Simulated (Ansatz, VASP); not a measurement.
# Si in VASP and in Ansatz

```xyz
4
Lattice="3.8475 0.0000 0.0000 -1.9238 3.3321 0.0000 0.0000 0.0000 18.4416" Properties=species:S:1:pos:R:3 pbc="T T T"
Si    0.0000    2.2214    4.9708
Si    1.9238    1.1107    4.5000
Si    1.9238    2.2214    9.2416
Si    0.0000    3.3321    8.7708
```

Alike in both runs: task single point; functional PBE; dispersion D3(BJ); k mesh 9 × 9 × 1; occupations gaussian, width 0.1 eV; no spin polarisation.

|  | VASP | Ansatz |
| --- | --- | --- |
| version | VASP 6.6.1 | Ansatz 0.2.0 |
| potentials or method | VASP PAW PBE potentials, release 64 (Si), cutoff 520 eV | scalar-relativistic, plane waves, PAW |
| valence electrons in the cell | 16 | 16 |

```tsv
	VASP	Ansatz	Ansatz less VASP
gap on the k mesh at the Fermi level (eV)	0.46	0.46	0.000
least direct gap on the mesh (eV)	0.46	0.46	0.000
rms of the force components (eV/Å)	0.078	0.079	+0.0017
```

Atom by atom the forces differ by 0.003 eV/Å (rms over components).
